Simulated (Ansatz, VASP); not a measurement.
**Si in VASP and in Ansatz**

```
Si
1.0
     0.00000    2.71481    2.71481
     2.71481    0.00000    2.71481
     2.71481    2.71481    0.00000
Si
2
Direct
  0.75000 0.75000 0.75000
  0.50000 0.50000 0.50000
```

Alike in both runs: functional r2SCAN; dispersion D4; k mesh 6 × 6 × 6; occupations fermi-dirac, width 0.02 eV; no spin polarisation.

Ansatz relaxed the structure, and its values are those at the end. VASP's run is a single point on that final structure, the one shown.

|  | VASP | Ansatz |
| --- | --- | --- |
| version | VASP 6.6.1 | Ansatz 0.2.0 |
| potentials or method | VASP PAW PBE potentials, release 64 (Si), cutoff 520 eV | plane waves, PAW |
| valence electrons in the cell | 8 | 8 |

```tsv
	VASP	Ansatz	Ansatz less VASP
pressure (GPa)	-0.2	0.0	+0.24
```

VASP's potentials were made for PBE, not for r2SCAN.
